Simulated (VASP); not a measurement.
# Zn (Im-3m) in VASP: single point with PBEsol

Aim: the single point of Zn with PBEsol.

All numbers are computed with VASP 6.6.1; they aren't measurements. Logs are shortened: lines on timing, memory, paths and dates and some standing lists are left out, and cuts for length are marked.

## Step 1: The cell of the first run

It takes space group Im-3m (No. 229, cubic). Conventional cell: a = 3.138 Å, b = 3.138 Å, c = 3.138 Å, α = 90.00°, β = 90.00°, γ = 90.00°. Zn (site symmetry m-3m) has 14 Zn at 2.72 to 3.14 Å within 3.6 Å.

## Step 2: Single point, PBEsol

Input file INCAR:

```
PREC = Accurate
ENCUT = 520
EDIFF = 1E-6
ISMEAR = 1
SIGMA = 0.05
LREAL = False
LASPH = True
NELM = 100
ALGO = Normal
ISIF = 2
LWAVE = False
LCHARG = True
GGA = PS
LELF = True
LVHAR = True
NBANDS = 12
```

Input file KPOINTS:

```
Automatic mesh
0
Gamma
  22 22 22
```

Input file POSCAR:

```
Zn
1.0
   -1.5690370000      1.5690370000      1.5690370000
    1.5690370000     -1.5690370000      1.5690370000
    1.5690370000      1.5690370000     -1.5690370000
Zn
1
Direct
    0.0000000000      0.0000000000      0.0000000000
```

Potentials or basis: VASP PAW PBE potentials, release 64 (Zn).

Command:

```
> cat potpaw_PBE.64/Zn/POTCAR > POTCAR
> mpirun -np 1 vasp_std > vasp.out
```

OUTCAR:

```text
PREC = Accurate
   ENCUT = 520
   EDIFF = 1E-6
   ISMEAR = 1
   LREAL = False
   LASPH = True
   NELM = 100
   ISIF = 2
   GGA = PS

 ion  position               nearest neighbor table
   1  0.000  0.000  0.000-

  LATTYP: Found a body centered cubic cell.
 ALAT       =     3.1380740000

  Lattice vectors:

 A1 = (  -1.5690370000,   1.5690370000,   1.5690370000)
 A2 = (   1.5690370000,  -1.5690370000,   1.5690370000)
 A3 = (   1.5690370000,   1.5690370000,  -1.5690370000)

Analysis of symmetry for initial positions (statically):
=====================================================================
 Subroutine PRICEL returns:
 Original cell was already a primitive cell.

 Routine SETGRP: Setting up the symmetry group for a
 body centered cubic supercell.

 Subroutine GETGRP returns: Found 48 space group operations
 (whereof 48 operations were pure point group operations)
 out of a pool of 48 trial point group operations.

The static configuration has the point symmetry O_h .

Analysis of symmetry for dynamics (positions and initial velocities):
=====================================================================
 Subroutine PRICEL returns:
 Original cell was already a primitive cell.

 Routine SETGRP: Setting up the symmetry group for a
 body centered cubic supercell.

 Subroutine GETGRP returns: Found 48 space group operations
 (whereof 48 operations were pure point group operations)
 out of a pool of 48 trial point group operations.

The dynamic configuration has the point symmetry O_h .

 Subroutine INISYM returns: Found 48 space group operations
 (whereof 48 operations are pure point group operations),
 and found     1 'primitive' translations

----------------------------------------------------------------------------------------

                                     Primitive cell

  volume of cell :      15.4511

  direct lattice vectors                    reciprocal lattice vectors
    -1.569037000  1.569037000  1.569037000     0.000000000  0.318666800  0.318666800
     1.569037000 -1.569037000  1.569037000     0.318666800  0.000000000  0.318666800
     1.569037000  1.569037000 -1.569037000     0.318666800  0.318666800  0.000000000

  length of vectors
     2.717651803  2.717651803  2.717651803     0.450662911  0.450662911  0.450662911

  position of ions in fractional coordinates (direct lattice)
     0.000000000  0.000000000  0.000000000

  ion indices of the primitive-cell ions
   primitive index   ion index
                 1           1

----------------------------------------------------------------------------------------

 KPOINTS: Automatic mesh

Automatic generation of k-mesh.
 Grid dimensions read from file:
 generate k-points for:   22   22   22

 Generating k-lattice:

  Cartesian coordinates                     Fractional coordinates (reciprocal lattice)
     0.000000000  0.014484855  0.014484855     0.045454545  0.000000000  0.000000000
     0.014484855  0.000000000  0.014484855     0.000000000  0.045454545  0.000000000
     0.014484855  0.014484855  0.000000000     0.000000000  0.000000000  0.045454545

  Length of vectors
     0.020484678  0.020484678  0.020484678

  Shift w.r.t. Gamma in fractional coordinates (k-lattice)
     0.000000000  0.000000000  0.000000000

 Subroutine IBZKPT returns following result:
 ===========================================

 Found    328 irreducible k-points:

 Following reciprocal coordinates:
            Coordinates               Weight
  0.000000  0.000000  0.000000      1.000000
  0.045455  0.000000  0.000000     12.000000
  0.090909  0.000000  0.000000     12.000000
  0.136364  0.000000  0.000000     12.000000
  0.181818  0.000000  0.000000     12.000000
  0.227273  0.000000  0.000000     12.000000
[... 16 lines left out ...]
  0.090909  0.090909  0.000000     24.000000
  0.136364  0.090909  0.000000     48.000000
 [... further k-points ...]
   k-points           NKPTS =    328   k-points in BZ     NKDIM =    328   number of bands    NBANDS=     12
   number of dos      NEDOS =    301   number of ions     NIONS =      1
   total plane-waves  NPLWV =   8000
   dimension x,y,z NGX =    20 NGY =   20 NGZ =   20
   dimension x,y,z NGXF=    40 NGYF=   40 NGZF=   40
   ions per type =               1
   NGX,Y,Z   is equivalent  to a cutoff of  12.23, 12.23, 12.23 a.u.
   NGXF,Y,Z  is equivalent  to a cutoff of  24.47, 24.47, 24.47 a.u.
 SYSTEM =  unknown system
   PREC   = accura    normal or accurate (medium, high low for compatibility)
   ISTART =      0    job   : 0-new  1-cont  2-samecut
   ICHARG =      2    charge: 1-file 2-atom 10-const
   ISPIN  =      1    spin polarized calculation?
   LNONCOLLINEAR =      F non collinear calculations
   LSORBIT =      F    spin-orbit coupling
   LASPH  =      T    aspherical Exc in radial PAW
   ENCUT  =  520.0 eV  38.22 Ry    6.18 a.u.   5.05  5.05  5.05*2*pi/ulx,y,z
   NELM   =    100;   NELMIN=  2; NELMDL= -5     # of ELM steps
   EDIFF  = 0.1E-05   stopping-criterion for ELM
   LREAL  =      F    real-space projection
   EDIFFG = 0.1E-04   stopping-criterion for IOM
   NSW    =      0    number of steps for IOM
   IBRION =     -1    ionic relax: 0-MD 1-quasi-New 2-CG
   NFREE  =      0    steps in history (QN), initial steepest desc. (CG)
   ISIF   =      2    stress and relaxation
   ISYM   =      2    0-nonsym 1-usesym 2-fastsym
   POTIM  = 0.5000    time-step for ionic-motion
   TEBEG  =    0.0;   TEEND  =   0.0 temperature during run
   PSTRESS=    0.0 pullay stress
   NELECT =      12.0000    total number of electrons
   NUPDOWN=      -1.0000    fix difference up-down
   EMIN   =  10.00;   EMAX   =-10.00  energy-range for DOS
   EFERMI =   0.00;   METHOD = LEGACY
   ISMEAR =     1;   SIGMA  =   0.05  broadening in eV -4-tet -1-fermi 0-gaus
   EFERMI_NEDOS =   21; number of points for ismear=-14 and -15
   IALGO  =     38    algorithm
   IMIX   =      4    mixing-type and parameters
     AMIX     =   0.40;   BMIX     =  1.00
     AMIX_MAG =   1.60;   BMIX_MAG =  1.00
  volume/ion in A,a.u.               =      15.45       104.27
  Fermi-wavevector in a.u.,A,eV,Ry     =   1.504811  2.843681 30.809811  2.264457
  Thomas-Fermi vector in A             =   2.615742
   LORBIT       =      0    0 simple, 1 ext, 2 COOP (PROOUT), +10 PAW based schemes
   GGA     = PS    functional components
   LHFCALC =     F    Hartree Fock is set to
   AEXX    =    0.0000 exact exchange contribution
   IVDW    =     0    specifies the selected vdW correction
   LEPSILON=     F    determine dielectric tensor
   LRPA    =     F    only Hartree local field effects (RPA)
 non-spin polarized calculation
 Methfessel and Paxton  Order N= 1 SIGMA  =   0.05
  energy-cutoff  :      520.00
  volume of cell :       15.45
 maximum number of plane-waves:       430
   NGX = 11   NGY = 11   NGZ = 11

 number of electron      12.0000023 magnetization

 Free energy of the ion-electron system (eV)
  ---------------------------------------------------
  ext. energy  EPLUGINS =         0.00000000
  ---------------------------------------------------
  free energy    TOTEN  =        -1.47467826 eV

  energy without entropy =       -1.47465353  energy(sigma->0) =       -1.47467002

 E-fermi :   2.9584     XC(G=0): -11.6299

 val. band max:        2.9349808082   @ k =   0.4091   0.0455   0.0455
 cond. band min:       2.9654948457   @ k =   0.3636   0.1818   0.0455
 fundamental gap:      0.0305140375
 Fermi energy:         2.9584001573

 k-point     1 :       0.0000    0.0000    0.0000
  band No.  band energies     occupation
      1      -7.4348      2.00000
      2      -4.8033      2.00000
      3      -4.8033      2.00000
      4      -4.8033      2.00000
      5      -4.3015      2.00000
      6      -4.3015      2.00000
      7      21.8453      0.00000
      8      21.8453      0.00000
      9      21.8453      0.00000
     10      23.6376      0.00000
     11      23.6376      0.00000
     12      23.6376      0.00000

 k-point     2 :       0.0455    0.0000    0.0000
  band No.  band energies     occupation
      1      -7.3695      2.00000
      2      -4.8095      2.00000
      3      -4.8019      2.00000
      4      -4.7879      2.00000
      5      -4.3075      2.00000
      6      -4.3012      2.00000
      7      20.8641      0.00000
      8      21.3076      0.00000
      9      21.5579      0.00000
     10      22.8030      0.00000
     11      23.0395      0.00000
     12      23.4268      0.00000

 k-point     3 :       0.0909    0.0000    0.0000
  band No.  band energies     occupation
      1      -7.1753      2.00000
      2      -4.8274      2.00000
      3      -4.7973      2.00000
      4      -4.7426      2.00000
      5      -4.3234      2.00000
      6      -4.3000      2.00000
      7      18.7254      0.00000
      8      20.2543      0.00000
      9      20.7796      0.00000
     10      22.1333      0.00000
     11      22.1903      0.00000
     12      23.4029      0.00000

 k-point     4 :       0.1364    0.0000    0.0000
  band No.  band energies     occupation
      1      -6.8590      2.00000
      2      -4.8557      2.00000
      3      -4.7866      2.00000
      4      -4.6702      2.00000
      5      -4.3438      2.00000
      6      -4.2980      2.00000
      7      16.4279      0.00000
      8      19.1335      0.00000
      9      19.8281      0.00000
     10      21.2852      0.00000
     11      21.6581      0.00000
     12      23.6793      0.00000

 k-point     5 :       0.1818    0.0000    0.0000
  band No.  band energies     occupation
      1      -6.4397      2.00000
      2      -4.8920      2.00000
      3      -4.7558      2.00000
      4      -4.5755      2.00000
      5      -4.3614      2.00000
      6      -4.2951      2.00000
      7      14.1688      0.00000
      8      18.0659      0.00000
      9      18.8952      0.00000
     10      20.5370      0.00000
     11      21.1688      0.00000
     12      24.1545      0.00000
[... 228 lines left out ...]
      1      -5.4209      2.00000
      2      -5.0862      2.00000
      3      -4.3377      2.00000
      4      -4.2802      2.00000
      5      -4.0329      2.00000
      6      -1.0372      2.00000
      7       3.6067     -0.00000
      8      13.8362      0.00000
      9      15.2737      0.00000
     10      18.8383      0.00000
     11      20.2297      0.00000
     12      28.5259      0.00000

 k-point    22 :       0.4545    0.0455    0.0000
  band No.  band energies     occupation
      1      -5.4321      2.00000
      2      -5.0979      2.00000
      3      -4.3308      2.00000
      4      -4.2791      2.00000
      5      -3.9948      2.00000
      6       0.0724      2.00000
      7       2.2410      2.00000
      8      13.6732      0.00000
      9      15.1339      0.00000
     10      18.7422      0.00000
     11      20.1621      0.00000
     12      29.5947      0.00000

 k-point    23 :       0.0909    0.0909    0.0000
  band No.  band energies     occupation
      1      -6.6737      2.00000
      2      -4.8496      2.00000
      3      -4.8222      2.00000
      4      -4.6070      2.00000
      5      -4.3595      2.00000
      6      -4.2898      2.00000
      7      16.4320      0.00000
      8      16.7010      0.00000
      9      18.9153      0.00000
     10      22.0933      0.00000
     11      22.3782      0.00000
     12      23.9335      0.00000

 k-point    24 :       0.1364    0.0909    0.0000
  band No.  band energies     occupation
      1      -6.2648      2.00000
      2      -4.8782      2.00000
      3      -4.8203      2.00000
      4      -4.4885      2.00000
      5      -4.3788      2.00000
      6      -4.2773      2.00000
      7      14.3128      0.00000
      8      15.6317      0.00000
      9      18.0097      0.00000
     10      21.6080      0.00000
     11      22.5551      0.00000
     12      24.0491      0.00000

 [... further k-points ...]

------------------------ aborting loop because EDIFF is reached ----------------------------------------

  FORCE on cell =-STRESS in cart. coord.  units (eV):
  Direction    XX          YY          ZZ          XY          YZ          ZX
  --------------------------------------------------------------------------------------
  -------------------------------------------------------------------------------------
  Total       -0.4495783     -0.4495783     -0.4495783     -0.0000000     -0.0000000      0.0000000
  in kB      -46.6182942    -46.6182942    -46.6182942     -0.0000000     -0.0000000      0.0000000
  external PRESSURE =     -46.6182942 kB  Pullay stress =       0.0000000 kB

 VOLUME and BASIS-vectors are now :
 -----------------------------------------------------------------------------
  energy-cutoff  :      520.00
  volume of cell :       15.45
      direct lattice vectors                 reciprocal lattice vectors
    -1.569037000  1.569037000  1.569037000     0.000000000  0.318666800  0.318666800
     1.569037000 -1.569037000  1.569037000     0.318666800  0.000000000  0.318666800
     1.569037000  1.569037000 -1.569037000     0.318666800  0.318666800  0.000000000

 POSITION                                       TOTAL-FORCE (eV/Angst)
 -----------------------------------------------------------------------------------
      0.00000      0.00000      0.00000         0.000000      0.000000      0.000000
 -----------------------------------------------------------------------------------
    total drift:                                0.000000     -0.000000      0.000000

  FREE ENERGIE OF THE ION-ELECTRON SYSTEM (eV)
  ---------------------------------------------------
  free  energy   TOTEN  =        -1.4746782561 eV

  energy  without entropy=       -1.4746535346  energy(sigma->0) =       -1.47467002
```

Wall time 24 s (1 thread of Intel Xeon 6975P-C, shared host); peak memory 0.17 GiB.

What came out:

- Free energy: -1.4747 eV
- Pressure: -4.7 GPa
- Band gap on the k mesh: zero (band 6 reaches 7.08 eV, above the bottom of band 7 at 1.92 eV)

Levels at points of the mesh, in eV from the Fermi level:
```csv
k point,band 2,band 3,band 4,band 5,band 6,band 7,band 8,band 9,band 10,band 11
"(0.00, 0.00, 0.00)",-7.76,-7.76,-7.76,-7.26,-7.26,18.89,18.89,18.89,20.68,20.68
"(0.50, 0.00, 0.00)",-8.06,-7.29,-7.23,-6.93,-2.70,-1.04,11.20,12.60,15.21,16.64
"(0.50, 0.50, 0.50)",-8.31,-7.01,-7.01,-7.01,4.12,4.12,4.12,7.39,8.50,8.50
```

Caveat: the PAW data sets were made with another functional, which shifts forces and pressure a little.
